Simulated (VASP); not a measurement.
# Ru (Pm-3m) in VASP: single point with PBE

Aim: the single point of Ru with PBE.

Program: VASP 6.6.1. These are calculated values, not measurements. Logs are shortened: lines on timing, memory, paths and dates and some standing lists are left out, and cuts for length are marked.

## Step 1: The cell of the first run

Symmetry: Pm-3m, No. 221, cubic system. The conventional cell has a = 2.992 Å, b = 2.992 Å, c = 2.992 Å, α = 90.00°, β = 90.00°, γ = 90.00°. Within 3.9 Å of Ru (site symmetry m-3m) lie 6 Ru at 2.99 Å.

## Step 2: Single point, PBE

The input, INCAR:

```
PREC = Accurate
ENCUT = 520
EDIFF = 1E-7
ISMEAR = -1
SIGMA = 0.15
LREAL = False
LASPH = True
NELM = 100
ALGO = Normal
ISIF = 2
LWAVE = False
LCHARG = False
GGA = PE
NBANDS = 13
```

The input, KPOINTS:

```
regular mesh
0
Gamma
  10 10 10
```

The input, POSCAR:

```
Ru
1.0
    2.9916000000      0.0000000000      0.0000000000
    0.0000000000      2.9916000000      0.0000000000
    0.0000000000      0.0000000000      2.9916000000
Ru
1
Direct
    0.5000000000      0.5000000000      0.5000000000
```

Potentials or basis: VASP PAW PBE potentials, release 64 (Ru_pv).

Run with:

```sh
> cat potpaw_PBE.64/Ru_pv/POTCAR > POTCAR
> mpirun -np 1 vasp_std > vasp.out
```

OUTCAR:

```text
PREC = Accurate
   ENCUT = 520
   EDIFF = 1E-7
   ISMEAR = -1
   LREAL = False
   LASPH = True
   NELM = 100
   ISIF = 2
   GGA = PE

 ion  position               nearest neighbor table
   1  0.500  0.500  0.500-

  LATTYP: Found a simple cubic cell.
 ALAT       =     2.9916000000

  Lattice vectors:

 A1 = (   2.9916000000,   0.0000000000,   0.0000000000)
 A2 = (   0.0000000000,   2.9916000000,   0.0000000000)
 A3 = (   0.0000000000,   0.0000000000,   2.9916000000)

Analysis of symmetry for initial positions (statically):
=====================================================================
 Subroutine PRICEL returns:
 Original cell was already a primitive cell.

 Routine SETGRP: Setting up the symmetry group for a
 simple cubic supercell.

 Subroutine GETGRP returns: Found 48 space group operations
 (whereof 48 operations were pure point group operations)
 out of a pool of 48 trial point group operations.

The static configuration has the point symmetry O_h .

Analysis of symmetry for dynamics (positions and initial velocities):
=====================================================================
 Subroutine PRICEL returns:
 Original cell was already a primitive cell.

 Routine SETGRP: Setting up the symmetry group for a
 simple cubic supercell.

 Subroutine GETGRP returns: Found 48 space group operations
 (whereof 48 operations were pure point group operations)
 out of a pool of 48 trial point group operations.

The dynamic configuration has the point symmetry O_h .

 Subroutine INISYM returns: Found 48 space group operations
 (whereof 48 operations are pure point group operations),
 and found     1 'primitive' translations

----------------------------------------------------------------------------------------

                                     Primitive cell

  volume of cell :      26.7738

  direct lattice vectors                    reciprocal lattice vectors
     2.991600000  0.000000000  0.000000000     0.334269287  0.000000000  0.000000000
     0.000000000  2.991600000  0.000000000     0.000000000  0.334269287  0.000000000
     0.000000000  0.000000000  2.991600000     0.000000000  0.000000000  0.334269287

  length of vectors
     2.991600000  2.991600000  2.991600000     0.334269287  0.334269287  0.334269287

  position of ions in fractional coordinates (direct lattice)
     0.500000000  0.500000000  0.500000000

  ion indices of the primitive-cell ions
   primitive index   ion index
                 1           1

----------------------------------------------------------------------------------------

 KPOINTS: regular mesh

Automatic generation of k-mesh.
 Grid dimensions read from file:
 generate k-points for:   10   10   10

 Generating k-lattice:

  Cartesian coordinates                     Fractional coordinates (reciprocal lattice)
     0.033426929  0.000000000  0.000000000     0.100000000  0.000000000  0.000000000
     0.000000000  0.033426929  0.000000000     0.000000000  0.100000000  0.000000000
     0.000000000  0.000000000  0.033426929     0.000000000  0.000000000  0.100000000

  Length of vectors
     0.033426929  0.033426929  0.033426929

  Shift w.r.t. Gamma in fractional coordinates (k-lattice)
     0.000000000  0.000000000  0.000000000

 Subroutine IBZKPT returns following result:
 ===========================================

 Found     56 irreducible k-points:

 Following reciprocal coordinates:
            Coordinates               Weight
  0.000000  0.000000  0.000000      1.000000
  0.100000  0.000000  0.000000      6.000000
  0.200000  0.000000  0.000000      6.000000
  0.300000  0.000000  0.000000      6.000000
  0.400000  0.000000  0.000000      6.000000
  0.500000  0.000000  0.000000      3.000000
[... 16 lines left out ...]
  0.200000  0.100000  0.100000     24.000000
  0.300000  0.100000  0.100000     24.000000
 [... further k-points ...]
   k-points           NKPTS =     56   k-points in BZ     NKDIM =     56   number of bands    NBANDS=     13
   number of dos      NEDOS =    301   number of ions     NIONS =      1
   total plane-waves  NPLWV =  13824
   dimension x,y,z NGX =    24 NGY =   24 NGZ =   24
   dimension x,y,z NGXF=    48 NGYF=   48 NGZF=   48
   ions per type =               1
   NGX,Y,Z   is equivalent  to a cutoff of  13.34, 13.34, 13.34 a.u.
   NGXF,Y,Z  is equivalent  to a cutoff of  26.67, 26.67, 26.67 a.u.
 SYSTEM =  unknown system
   PREC   = accura    normal or accurate (medium, high low for compatibility)
   ISTART =      0    job   : 0-new  1-cont  2-samecut
   ICHARG =      2    charge: 1-file 2-atom 10-const
   ISPIN  =      1    spin polarized calculation?
   LNONCOLLINEAR =      F non collinear calculations
   LSORBIT =      F    spin-orbit coupling
   LASPH  =      T    aspherical Exc in radial PAW
   ENCUT  =  520.0 eV  38.22 Ry    6.18 a.u.   5.56  5.56  5.56*2*pi/ulx,y,z
   NELM   =    100;   NELMIN=  2; NELMDL= -5     # of ELM steps
   EDIFF  = 0.1E-06   stopping-criterion for ELM
   LREAL  =      F    real-space projection
   EDIFFG = 0.1E-05   stopping-criterion for IOM
   NSW    =      0    number of steps for IOM
   IBRION =     -1    ionic relax: 0-MD 1-quasi-New 2-CG
   NFREE  =      0    steps in history (QN), initial steepest desc. (CG)
   ISIF   =      2    stress and relaxation
   ISYM   =      2    0-nonsym 1-usesym 2-fastsym
   POTIM  = 0.5000    time-step for ionic-motion
   TEBEG  =    0.0;   TEEND  =   0.0 temperature during run
   PSTRESS=    0.0 pullay stress
   NELECT =      14.0000    total number of electrons
   NUPDOWN=      -1.0000    fix difference up-down
   EMIN   =  10.00;   EMAX   =-10.00  energy-range for DOS
   EFERMI =   0.00;   METHOD = LEGACY
   ISMEAR =    -1;   SIGMA  =   0.15  broadening in eV -4-tet -1-fermi 0-gaus
   EFERMI_NEDOS =   21; number of points for ismear=-14 and -15
   IALGO  =     38    algorithm
   IMIX   =      4    mixing-type and parameters
     AMIX     =   0.40;   BMIX     =  1.00
     AMIX_MAG =   1.60;   BMIX_MAG =  1.00
  volume/ion in A,a.u.               =      26.77       180.68
  Fermi-wavevector in a.u.,A,eV,Ry     =   1.318906  2.492372 23.667527  1.739514
  Thomas-Fermi vector in A             =   2.448843
   LORBIT       =      0    0 simple, 1 ext, 2 COOP (PROOUT), +10 PAW based schemes
   GGA     = PE    functional components
   LHFCALC =     F    Hartree Fock is set to
   AEXX    =    0.0000 exact exchange contribution
   IVDW    =     0    specifies the selected vdW correction
   LEPSILON=     F    determine dielectric tensor
   LRPA    =     F    only Hartree local field effects (RPA)
 non-spin polarized calculation
  energy-cutoff  :      520.00
  volume of cell :       26.77
 maximum number of plane-waves:       739
 NGX is ok and might be reduce to    24
   NGX = 11   NGY = 11   NGZ = 11

 number of electron      13.9999994 magnetization

 Free energy of the ion-electron system (eV)
  ---------------------------------------------------
  ext. energy  EPLUGINS =         0.00000000
  ---------------------------------------------------
  free energy    TOTEN  =        -6.38446600 eV

  energy without entropy =       -6.13103074  energy(sigma->0) =       -6.25774837

 E-fermi :   3.9307     XC(G=0): -10.1682

 val. band max:        3.9256388279   @ k =   0.4000   0.0000   0.0000
 cond. band min:       3.9321532398   @ k =   0.4000   0.2000   0.2000
 fundamental gap:      0.0065144119
 Fermi energy:         3.9307233338

 k-point     1 :       0.0000    0.0000    0.0000
  band No.  band energies     occupation
      1     -38.0960      2.00000
      2     -38.0960      2.00000
      3     -38.0960      2.00000
      4      -0.4186      2.00000
      5       1.4376      2.00000
      6       1.4376      2.00000
      7       4.6011      0.02265
      8       4.6011      0.02265
      9       4.6011      0.02265
     10      15.7281      0.00000
     11      16.8267      0.00000
     12      16.8267      0.00000
     13      16.8267      0.00000

 k-point     2 :       0.1000    0.0000    0.0000
  band No.  band energies     occupation
      1     -38.1132      2.00000
      2     -38.0946      2.00000
      3     -38.0946      2.00000
      4      -0.2276      2.00000
      5       1.4682      2.00000
      6       1.5751      2.00000
      7       4.4846      0.04862
      8       4.4846      0.04862
      9       4.6105      0.02129
     10      15.3850      0.00000
     11      15.7287      0.00000
     12      17.1363      0.00000
     13      17.1363      0.00000

 k-point     3 :       0.2000    0.0000    0.0000
  band No.  band energies     occupation
      1     -38.1580      2.00000
      2     -38.0910      2.00000
      3     -38.0910      2.00000
      4       0.2742      2.00000
      5       1.5496      2.00000
      6       2.0111      1.99999
      7       4.1959      0.29157
      8       4.1959      0.29157
      9       4.6351      0.01810
     10      12.9902      0.00000
     11      15.7284      0.00000
     12      17.9889      0.00000
     13      17.9889      0.00000

 k-point     4 :       0.3000    0.0000    0.0000
  band No.  band energies     occupation
      1     -38.2130      2.00000
      2     -38.0866      2.00000
      3     -38.0866      2.00000
      4       0.8708      2.00000
      5       1.6532      2.00000
      6       2.8111      1.99885
      7       3.8672      1.20873
      8       3.8672      1.20873
      9       4.6657      0.01479
     10      10.6748      0.00000
     11      15.7284      0.00000
     12      19.1993      0.00000
     13      19.1993      0.00000

 k-point     5 :       0.4000    0.0000    0.0000
  band No.  band energies     occupation
      1     -38.2572      2.00000
      2     -38.0830      2.00000
      3     -38.0830      2.00000
      4       1.3144      2.00000
      5       1.7395      2.00000
      6       3.6199      1.77627
      7       3.6199      1.77627
      8       3.9256      1.01695
      9       4.6907      0.01253
     10       8.6902      0.00000
     11      15.7285      0.00000
     12      19.2391      0.00000
     13      20.4905      0.00000
[... 257 lines left out ...]
 k-point    22 :       0.1000    0.1000    0.1000
  band No.  band energies     occupation
      1     -38.1112      2.00000
      2     -38.1100      2.00000
      3     -38.1100      2.00000
      4       0.1568      2.00000
      5       1.6864      2.00000
      6       1.6864      2.00000
      7       4.3545      0.11194
      8       4.3874      0.09094
      9       4.3874      0.09094
     10      15.7223      0.00000
     11      15.8010      0.00000
     12      15.9610      0.00000
     13      15.9610      0.00000

 k-point    23 :       0.2000    0.1000    0.1000
  band No.  band energies     occupation
      1     -38.1550      2.00000
      2     -38.1071      2.00000
      3     -38.1063      2.00000
      4       0.6541      2.00000
      5       1.7681      2.00000
      6       2.1059      1.99999
      7       4.0778      0.54564
      8       4.1049      0.47688
      9       4.4093      0.07903
     10      13.4599      0.00000
     11      15.7281      0.00000
     12      16.4978      0.00000
     13      16.6879      0.00000

 k-point    24 :       0.3000    0.1000    0.1000
  band No.  band energies     occupation
      1     -38.2098      2.00000
      2     -38.1026      2.00000
      3     -38.1018      2.00000
      4       1.2283      2.00000
      5       1.8746      2.00000
      6       2.7495      1.99924
      7       3.7236      1.59814
      8       3.9879      0.81179
      9       4.4481      0.06159
     10      11.0897      0.00000
     11      15.7283      0.00000
     12      17.4162      0.00000
     13      17.6292      0.00000

 [... further k-points ...]

------------------------ aborting loop because EDIFF is reached ----------------------------------------

  FORCE on cell =-STRESS in cart. coord.  units (eV):
  Direction    XX          YY          ZZ          XY          YZ          ZX
  --------------------------------------------------------------------------------------
  -------------------------------------------------------------------------------------
  Total       -5.0385007     -5.0385007     -5.0385007     -0.0000000      0.0000000      0.0000000
  in kB     -301.5097327   -301.5097327   -301.5097327     -0.0000000      0.0000000      0.0000000
  external PRESSURE =    -301.5097327 kB  Pullay stress =       0.0000000 kB

 VOLUME and BASIS-vectors are now :
 -----------------------------------------------------------------------------
  energy-cutoff  :      520.00
  volume of cell :       26.77
      direct lattice vectors                 reciprocal lattice vectors
     2.991600000  0.000000000  0.000000000     0.334269287  0.000000000  0.000000000
     0.000000000  2.991600000  0.000000000     0.000000000  0.334269287  0.000000000
     0.000000000  0.000000000  2.991600000     0.000000000  0.000000000  0.334269287

 POSITION                                       TOTAL-FORCE (eV/Angst)
 -----------------------------------------------------------------------------------
      1.49580      1.49580      1.49580         0.000000      0.000000      0.000000
 -----------------------------------------------------------------------------------
    total drift:                                0.000000     -0.000000     -0.000000

  FREE ENERGIE OF THE ION-ELECTRON SYSTEM (eV)
  ---------------------------------------------------
  free  energy   TOTEN  =        -6.3844660032 eV

  energy  without entropy=       -6.1310307446  energy(sigma->0) =       -6.25774837
```

Wall time 12 s (1 thread of Intel Xeon 8259CL, shared host); peak memory 0.14 GiB.

What came out:

```yaml
Free_energy: -6.3845 eV
Pressure: -30.2 GPa
Band_gap_on_the_k_mesh: zero (band 7 reaches 5.51 eV, above the bottom of band 8 at 3.70 eV)
```
